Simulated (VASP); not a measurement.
# Ge (Cmcm) in VASP: notebook

Runs on Ge. Level: PBEsol. Tasks: relaxation of cell and atoms.

All numbers are computed with VASP 6.6.1; they aren't measurements. Logs are shortened: lines on timing, memory, paths and dates and some standing lists are left out, and cuts for length are marked.

## (1) The cell of the first run

The structure is orthorhombic, space group Cmcm (No. 63). Conventional cell: a = 2.976 Å, b = 5.189 Å, c = 4.728 Å, α = 90.00°, β = 90.00°, γ = 90.00°. Ge (site symmetry m2m) has 12 Ge at 2.92 to 2.99 Å within 3.9 Å.

## (2) Relaxation of cell and atoms, PBEsol, target pressure 5 GPa, at which the enthalpy is minimised

The input, INCAR:

```
SYSTEM = Ge
PREC = Accurate ; ENCUT = 600
EDIFF = 1E-7 ; ISMEAR = -1
SIGMA = 0.1 ; LREAL = .False.
LASPH = .True. ; NELM = 100
ALGO = Normal ; ISIF = 3
LWAVE = .False. ; LCHARG = .False.
GGA = PS ; IBRION = 2
NSW = 80 ; EDIFFG = -0.01
PSTRESS = 50.0
```

The input, KPOINTS:

```
regular mesh
0
Gamma
  12 12 7
  0 0 0
```

The input, POSCAR:

```
Ge
1.0
    2.9911060000      0.0000000000      0.0000000000
   -1.5105156329      2.5816772893      0.0000000000
    0.0000000000      0.0000000000      4.7275960000
Ge
2
Direct
    0.6665500000      0.3334500000      0.2500000000
    0.3334500000      0.6665500000      0.7500000000
```

Potentials or basis: VASP PAW PBE potentials, release 64 (Ge_d).

Launch:

```sh
$ cat potpaw_PBE.64/Ge_d/POTCAR > POTCAR
$ mpirun -np 1 vasp_std > vasp.out
```

OUTCAR:

```text
SYSTEM = Ge
   PREC = Accurate
   ENCUT = 600
   EDIFF = 1E-7
   ISMEAR = -1
   LREAL = .False.
   LASPH = .True.
   NELM = 100
   ISIF = 3
   GGA = PS
   IBRION = 2
   NSW = 80
   EDIFFG = -0.01
   PSTRESS = 50.0

 ion  position               nearest neighbor table
   1  0.667  0.333  0.250-
   2  0.333  0.667  0.750-

  LATTYP: Found a base centered orthorhombic cell.
 ALAT       =     2.9761057544
 B/A-ratio  =     1.7436809982
 C/A-ratio  =     1.5885174756

  Lattice vectors:

 A1 = (   2.9911060000,   0.0000000000,   0.0000000000)
 A2 = (  -1.5105156329,   2.5816772893,   0.0000000000)
 A3 = (   0.0000000000,   0.0000000000,   4.7275960000)

Analysis of symmetry for initial positions (statically):
=====================================================================
 Subroutine PRICEL returns:
 Original cell was already a primitive cell.

 Routine SETGRP: Setting up the symmetry group for a
 base centered orthorhombic supercell.

 Subroutine GETGRP returns: Found  8 space group operations
 (whereof  4 operations were pure point group operations)
 out of a pool of  8 trial point group operations.

The static configuration has the point symmetry C_2h.
 The point group associated with its full space group is D_2h.

Analysis of symmetry for dynamics (positions and initial velocities):
=====================================================================
 Subroutine PRICEL returns:
 Original cell was already a primitive cell.

 Routine SETGRP: Setting up the symmetry group for a
 base centered orthorhombic supercell.

 Subroutine GETGRP returns: Found  8 space group operations
 (whereof  4 operations were pure point group operations)
 out of a pool of  8 trial point group operations.

The dynamic configuration has the point symmetry C_2h.
 The point group associated with its full space group is D_2h.

 Subroutine INISYM returns: Found  8 space group operations
 (whereof  4 operations are pure point group operations),
 and found     1 'primitive' translations

----------------------------------------------------------------------------------------

                                     Primitive cell

  volume of cell :      36.5068

  direct lattice vectors                    reciprocal lattice vectors
     2.991106000  0.000000000  0.000000000     0.334324494  0.195610186  0.000000000
    -1.510515633  2.581677289  0.000000000     0.000000000  0.387345081  0.000000000
     0.000000000  0.000000000  4.727596000     0.000000000  0.000000000  0.211523997

  length of vectors
     2.991106000  2.991106000  4.727596000     0.387345081  0.387345081  0.211523997

  position of ions in fractional coordinates (direct lattice)
     0.666550000  0.333450000  0.250000000
     0.333450000  0.666550000  0.750000000

  ion indices of the primitive-cell ions
   primitive index   ion index
                 1           1
                 2           2

----------------------------------------------------------------------------------------

 KPOINTS: regular mesh

Automatic generation of k-mesh.
 Grid dimensions read from file:
 generate k-points for:   12   12    7

 Generating k-lattice:

  Cartesian coordinates                     Fractional coordinates (reciprocal lattice)
     0.027860375  0.016300849  0.000000000     0.083333333 -0.000000000  0.000000000
     0.000000000  0.032278757  0.000000000     0.000000000  0.083333333  0.000000000
     0.000000000  0.000000000  0.030217714     0.000000000  0.000000000  0.142857143

  Length of vectors
     0.032278757  0.032278757  0.030217714

  Shift w.r.t. Gamma in fractional coordinates (k-lattice)
     0.000000000  0.000000000  0.000000000

 Subroutine IBZKPT returns following result:
 ===========================================

 Found    172 irreducible k-points:

 Following reciprocal coordinates:
            Coordinates               Weight
  0.000000  0.000000  0.000000      1.000000
  0.083333  0.000000  0.000000      4.000000
  0.166667  0.000000  0.000000      4.000000
  0.250000 -0.000000  0.000000      4.000000
  0.333333 -0.000000  0.000000      4.000000
  0.416667  0.000000  0.000000      4.000000
[... 16 lines left out ...]
  0.500000  0.166667  0.000000      4.000000
 -0.416667  0.166667  0.000000      4.000000
 [... further k-points ...]
   k-points           NKPTS =    172   k-points in BZ     NKDIM =    172   number of bands    NBANDS=     18
   number of dos      NEDOS =    301   number of ions     NIONS =      2
   total plane-waves  NPLWV =  23040
   dimension x,y,z NGX =    24 NGY =   24 NGZ =   40
   dimension x,y,z NGXF=    48 NGYF=   48 NGZF=   80
   ions per type =               2
   NGX,Y,Z   is equivalent  to a cutoff of  13.34, 13.34, 14.07 a.u.
   NGXF,Y,Z  is equivalent  to a cutoff of  26.68, 26.68, 28.13 a.u.
 SYSTEM =  Ge
   PREC   = accura    normal or accurate (medium, high low for compatibility)
   ISTART =      0    job   : 0-new  1-cont  2-samecut
   ICHARG =      2    charge: 1-file 2-atom 10-const
   ISPIN  =      1    spin polarized calculation?
   LNONCOLLINEAR =      F non collinear calculations
   LSORBIT =      F    spin-orbit coupling
   LASPH  =      T    aspherical Exc in radial PAW
   ENCUT  =  600.0 eV  44.10 Ry    6.64 a.u.   5.97  5.97  9.44*2*pi/ulx,y,z
   NELM   =    100;   NELMIN=  2; NELMDL= -5     # of ELM steps
   EDIFF  = 0.1E-06   stopping-criterion for ELM
   LREAL  =      F    real-space projection
   EDIFFG = -.1E-01   stopping-criterion for IOM
   NSW    =     80    number of steps for IOM
   IBRION =      2    ionic relax: 0-MD 1-quasi-New 2-CG
   NFREE  =      1    steps in history (QN), initial steepest desc. (CG)
   ISIF   =      3    stress and relaxation
   ISYM   =      2    0-nonsym 1-usesym 2-fastsym
   POTIM  = 0.5000    time-step for ionic-motion
   TEBEG  =    0.0;   TEEND  =   0.0 temperature during run
   PSTRESS=   50.0 pullay stress
   NELECT =      28.0000    total number of electrons
   NUPDOWN=      -1.0000    fix difference up-down
   EMIN   =  10.00;   EMAX   =-10.00  energy-range for DOS
   EFERMI =   0.00;   METHOD = LEGACY
   ISMEAR =    -1;   SIGMA  =   0.10  broadening in eV -4-tet -1-fermi 0-gaus
   EFERMI_NEDOS =   21; number of points for ismear=-14 and -15
   IALGO  =     38    algorithm
   IMIX   =      4    mixing-type and parameters
     AMIX     =   0.40;   BMIX     =  1.00
     AMIX_MAG =   1.60;   BMIX_MAG =  1.00
  volume/ion in A,a.u.               =      18.25       123.18
  Fermi-wavevector in a.u.,A,eV,Ry     =   1.498544  2.831837 30.553703  2.245634
  Thomas-Fermi vector in A             =   2.610289
   LORBIT       =      0    0 simple, 1 ext, 2 COOP (PROOUT), +10 PAW based schemes
   GGA     = PS    functional components
   LHFCALC =     F    Hartree Fock is set to
   AEXX    =    0.0000 exact exchange contribution
   IVDW    =     0    specifies the selected vdW correction
   LEPSILON=     F    determine dielectric tensor
   LRPA    =     F    only Hartree local field effects (RPA)
 conjugate gradient relaxation of ions
 non-spin polarized calculation
  energy-cutoff  :      600.00
  volume of cell :       36.51
 maximum number of plane-waves:      1241
   NGX = 11   NGY = 11   NGZ = 19

--------------------------------------- Ionic step        1  -------------------------------------------

 number of electron      27.9999997 magnetization

 Free energy of the ion-electron system (eV)
  ---------------------------------------------------
  ext. energy  EPLUGINS =         0.00000000
  ---------------------------------------------------
  free energy    TOTEN  =        -9.33689184 eV

  energy without entropy =       -9.30677428  energy(sigma->0) =       -9.32183306

------------------------ aborting loop because EDIFF is reached ----------------------------------------

  FORCE on cell =-STRESS in cart. coord.  units (eV):
  Direction    XX          YY          ZZ          XY          YZ          ZX
  --------------------------------------------------------------------------------------
  -------------------------------------------------------------------------------------
  Total        0.2058537      0.1997056     -0.1687216     -0.0052539      0.0000000      0.0000000
  in kB        9.0343112      8.7644911     -7.4046943     -0.2305797      0.0000000      0.0000000
  external PRESSURE =     -46.5352973 kB  Pullay stress =      50.0000000 kB

 VOLUME and BASIS-vectors are now :
 -----------------------------------------------------------------------------
  energy-cutoff  :      600.00
  volume of cell :       36.51
      direct lattice vectors                 reciprocal lattice vectors
     2.991106000  0.000000000  0.000000000     0.334324494  0.195610186  0.000000000
    -1.510515633  2.581677289  0.000000000     0.000000000  0.387345081  0.000000000
     0.000000000  0.000000000  4.727596000     0.000000000  0.000000000  0.211523997
[... 160 lines left out ...]
  FREE ENERGIE OF THE ION-ELECTRON SYSTEM (eV)
  ---------------------------------------------------
  free  energy   TOTEN  =        -9.3080657438 eV

  energy  without entropy=       -9.2806372214  energy(sigma->0) =       -9.29435148

  enthalpy is  TOTEN    =        -8.2284605905 eV   P V=        1.0796051533

--------------------------------------- Ionic step        6  -------------------------------------------

 number of electron      28.0000002 magnetization

 Free energy of the ion-electron system (eV)
  ---------------------------------------------------
  ext. energy  EPLUGINS =         0.00000000
  ---------------------------------------------------
  free energy    TOTEN  =        -9.30845562 eV

  energy without entropy =       -9.28131235  energy(sigma->0) =       -9.29488399

 E-fermi :   7.6819     XC(G=0): -11.8801

 val. band max:        7.6785762556   @ k =   0.3333   0.3333   0.0000
 cond. band min:       7.6834968426   @ k =   0.3333   0.1667   0.4286
 fundamental gap:      0.0049205870
 Fermi energy:         7.6819447311

 k-point     1 :       0.0000    0.0000    0.0000
  band No.  band energies     occupation
      1     -17.0776      2.00000
      2     -17.0618      2.00000
      3     -17.0571      2.00000
      4     -17.0560      2.00000
      5     -17.0499      2.00000
      6     -17.0461      2.00000
[... 10 lines left out ...]
     17      16.6643      0.00000
     18      18.4512      0.00000
[... 463 lines left out ...]
 k-point    24 :      -0.4167    0.1667    0.0000
  band No.  band energies     occupation
      1     -17.0945      2.00000
      2     -17.0937      2.00000
      3     -17.0662      2.00000
      4     -17.0591      2.00000
      5     -17.0167      2.00000
      6     -16.9975      2.00000
[... 10 lines left out ...]
     17      12.1777      0.00000
     18      12.6679      0.00000

 [... further k-points ...]
[... 5 lines left out ...]
  --------------------------------------------------------------------------------------
  -------------------------------------------------------------------------------------
  Total        1.0802959      1.0753125      1.0616555     -0.0042587      0.0000000     -0.0000000
  in kB       50.0171488     49.7864196     49.1541118     -0.1971739      0.0000000     -0.0000000
  external PRESSURE =      -0.3474400 kB  Pullay stress =      50.0000000 kB

 VOLUME and BASIS-vectors are now :
 -----------------------------------------------------------------------------
  energy-cutoff  :      600.00
  volume of cell :       34.60
      direct lattice vectors                 reciprocal lattice vectors
     2.949560640 -0.000579537 -0.000000000     0.339072542  0.198477664 -0.000000000
    -1.490035337  2.545526076  0.000000000     0.000077196  0.392891291 -0.000000000
     0.000000000  0.000000000  4.609453476     0.000000000 -0.000000000  0.216945459

 POSITION                                       TOTAL-FORCE (eV/Angst)
 -----------------------------------------------------------------------------------
      1.46853      0.84879      1.15236        -0.006383      0.003660      0.000000
     -0.00901      1.69616      3.45709         0.006383     -0.003660     -0.000000
 -----------------------------------------------------------------------------------
    total drift:                                0.000000     -0.000000      0.000000

  FREE ENERGIE OF THE ION-ELECTRON SYSTEM (eV)
  ---------------------------------------------------
  free  energy   TOTEN  =        -9.3084556226 eV

  energy  without entropy=       -9.2813123478  energy(sigma->0) =       -9.29488399

  enthalpy is  TOTEN    =        -8.2285301493 eV   P V=        1.0799254733

 reached required accuracy - stopping structural energy minimisation
```

It took 2.2 min on 1 thread of Intel Xeon 6975P-C (Granite Rapids), shared host; peak memory 0.24 GiB.

Results:

```
Free energy                                            : -9.3085 eV
Relaxed volume                                         : 17.30 Å³/atom
Relaxed cell                                           : a = 2.950 Å, b = 2.950 Å, c = 4.609 Å, α = 90.00°, β = 90.00°, γ = 120.35°
Space group after relaxing (to 0.05 Å)                 : P6_3/mmc (No. 194)
Energy change on relaxing (the enthalpy is what falls) : +14.2 meV/atom
Ionic steps                                            : 6
Pressure after relaxing                                : 5.0 GPa
Largest force after relaxing                           : 0.007 eV/Å
Band gap on the k mesh                                 : zero (band 14 reaches 14.43 eV, above the bottom of band 15 at 4.48 eV)
```

Forces on the atoms (eV/Å):
```
Ge  -0.006  0.004  0.000
Ge   0.006 -0.004  0.000
```

Step by step:
```tsv
step	energy change (eV)	largest force (eV/Å)	pressure (GPa)	volume (Å³)
1	0.0000	0.0045	0.35	36.51
2	0.0600	0.0081	7.29	33.78
3	0.0305	0.0069	5.05	34.54
4	0.0293	0.0068	4.87	34.58
5	0.0288	0.0071	4.97	34.59
6	0.0284	0.0074	4.97	34.60
```

Final structure:
```cif
data_structure
_symmetry_space_group_name_H-M 'P 1'
_symmetry_Int_Tables_number 1
_cell_length_a 2.9496
_cell_length_b 2.9496
_cell_length_c 4.6095
_cell_angle_alpha 90.000
_cell_angle_beta 90.000
_cell_angle_gamma 120.354
_cell_volume 34.60
loop_
_atom_site_label
_atom_site_type_symbol
_atom_site_fract_x
_atom_site_fract_y
_atom_site_fract_z
_atom_site_occupancy
Ge1 Ge 0.66641 0.33359 0.25000 1
Ge2 Ge 0.33359 0.66641 0.75000 1
```

Levels at points of the mesh, in eV from the Fermi level:
| k point | band 10 | band 11 | band 12 | band 13 | band 14 | band 15 | band 16 | band 17 | band 18 |
| --- | --- | --- | --- | --- | --- | --- | --- | --- | --- |
| (0.00, 0.00, 0.00) | -24.63 | -14.01 | -7.57 | -5.98 | 6.63 | 6.76 | 8.86 | 8.98 | 10.77 |
| (0.50, 0.00, 0.00) | -24.62 | -8.84 | -7.54 | -2.22 | -1.35 | -1.15 | 1.24 | 2.24 | 6.26 |
| (0.50, 0.50, 0.00) | -24.61 | -8.92 | -7.59 | -2.26 | -1.38 | -1.21 | 1.19 | 2.41 | 6.42 |

Caveat: the cell is relaxed towards a set pressure, so the enthalpy falls and the energy may rise; the PAW data sets were made with another functional, which shifts forces and pressure a little.

## (3) Relaxation of cell and atoms, PBEsol, target pressure 10 GPa, at which the enthalpy is minimised

The input, INCAR:

```
PREC = Accurate
ENCUT = 600
EDIFF = 1E-6
ISMEAR = -1
SIGMA = 0.1
LREAL = F
LASPH = T
NELM = 100
ALGO = Normal
ISIF = 3
LWAVE = F
LCHARG = F
GGA = PS
IBRION = 2
NSW = 80
EDIFFG = -0.01
PSTRESS = 100.0
```

The input, KPOINTS:

```
Automatic mesh
0
Gamma
  12 12 7
```

POSCAR is that of step 2.

Potentials or basis: VASP PAW PBE potentials, release 64 (Ge_d).

Launch:

```sh
$ cat potpaw_PBE.64/Ge_d/POTCAR > POTCAR
$ mpirun -np 1 vasp_std > vasp.out
```

It took 2 min on 1 thread of Intel Xeon 6975P-C (Granite Rapids), shared host; peak memory 0.25 GiB.

Results (log left out):

```yaml
Free_energy: -9.2331 eV
Relaxed_volume: 16.48 Å³/atom
Relaxed_cell: a = 2.896 Å, b = 2.896 Å, c = 4.552 Å, α = 90.00°, β = 90.00°, γ = 120.33°
Space_group_after_relaxing_to_0.05_Å: P6_3/mmc (No. 194)
Energy_change_on_relaxing_the_enthalpy_is_what_falls: +51.9 meV/atom
Ionic_steps: 6
Pressure_after_relaxing: 10.0 GPa
Largest_force_after_relaxing: 0.010 eV/Å
Band_gap_on_the_k_mesh: zero (band 14 reaches 15.43 eV, above the bottom of band 15 at 4.85 eV)
```

Forces on the atoms (eV/Å):
```
Ge  -0.008  0.005  0.000
Ge   0.008 -0.005  0.000
```

Stress tensor (GPa, compression positive):
```
 9.97  0.04  0.00
 0.04 10.02  0.00
 0.00  0.00 10.09
```

Step by step:
```tsv
step	energy change (eV)	largest force (eV/Å)	pressure (GPa)	volume (Å³)
1	0.0000	0.0045	0.18	36.51
2	0.2836	0.0109	18.20	30.91
3	0.1017	0.0083	9.86	32.99
4	0.1060	0.0083	10.20	32.92
5	0.1003	0.0061	9.65	33.01
6	0.1037	0.0098	10.03	32.96
```

Final structure:
```cif
data_structure
_symmetry_space_group_name_H-M 'P 1'
_symmetry_Int_Tables_number 1
_cell_length_a 2.8963
_cell_length_b 2.8963
_cell_length_c 4.5522
_cell_angle_alpha 90.000
_cell_angle_beta 90.000
_cell_angle_gamma 120.332
_cell_volume 32.96
loop_
_atom_site_label
_atom_site_type_symbol
_atom_site_fract_x
_atom_site_fract_y
_atom_site_fract_z
_atom_site_occupancy
Ge1 Ge 0.66650 0.33350 0.25000 1
Ge2 Ge 0.33350 0.66650 0.75000 1
```

Levels at points of the mesh, in eV from the Fermi level:
| k point | band 12 | band 13 | band 14 | band 15 | band 16 | band 17 |
| --- | --- | --- | --- | --- | --- | --- |
| (0.00, 0.00, 0.00) | -7.75 | -6.33 | 7.03 | 7.16 | 9.32 | 9.45 |
| (0.50, 0.00, 0.00) | -7.77 | -2.15 | -1.45 | -1.26 | 1.17 | 2.36 |
| (0.50, 0.50, 0.00) | -7.82 | -2.20 | -1.48 | -1.33 | 1.13 | 2.53 |

Caveat: the cell is relaxed towards a set pressure, so the enthalpy falls and the energy may rise; the PAW data sets were made with another functional, which shifts forces and pressure a little.

(Part 1 of 2 ends here.)
